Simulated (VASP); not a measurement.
Input of a VASP 6.6.1 run:

The input INCAR:

```
ALGO = Normal ; EDIFF = 1E-6
EDIFFG = -0.04 ; ENCUT = 600
GGA = PE ; IBRION = 2
ISIF = 3 ; ISMEAR = 0
LASPH = True ; LCHARG = False
LREAL = False ; LWAVE = False
NELM = 100 ; NSW = 90
PREC = Accurate ; SIGMA = 0.1
```

Contents of KPOINTS:

```
k-points
0
Gamma
  4 4 4
```

The input POSCAR:

```
Ag2Pt
1.0
    0.0000000000      3.7978900189      3.7978900189
    3.7978900189      0.0000000000      3.7978900189
    3.7978900189      3.7978900189      0.0000000000
Ag Pt
4 2
Direct
    0.6250000000      0.6250000000      0.6250000000
    0.1250000000      0.6250000000      0.6250000000
    0.6250000000      0.6250000000      0.1250000000
    0.6250000000      0.1250000000      0.6250000000
    0.0000000000      0.0000000000      0.0000000000
    0.2500000000      0.2500000000      0.2500000000
```

Potentials or basis: VASP PAW PBE potentials, release 64 (Ag, Pt).

Launch:

```sh
$ cat potpaw_PBE.64/Ag/POTCAR potpaw_PBE.64/Pt/POTCAR > POTCAR
$ mpirun -np 1 vasp_std > vasp.out
```

Q: Estimate the relaxed cell.

A: a = 5.296 Å, b = 5.296 Å, c = 5.296 Å, α = 60.00°, β = 60.00°, γ = 60.00°.

Q: Estimate the space group after relaxing (to 0.1 Å).

A: Fd-3m (No. 227).

Q: Estimate the band gap on the k mesh.

A: Zero (bands 32 and 33 overlap by 1.29 eV).

The path:
| step | energy change (eV) | largest force (eV/Å) | pressure (GPa) | volume (Å³) |
| --- | --- | --- | --- | --- |
| 1 | 0.0000 | 0.0000 | -4.50 | 109.56 |
| 2 | -0.0212 | 0.0000 | 4.42 | 101.62 |
| 3 | -0.0667 | 0.0000 | 0.00 | 105.06 |

Caveat: spin-orbit coupling is left out, which moves the levels of the heavy elements.
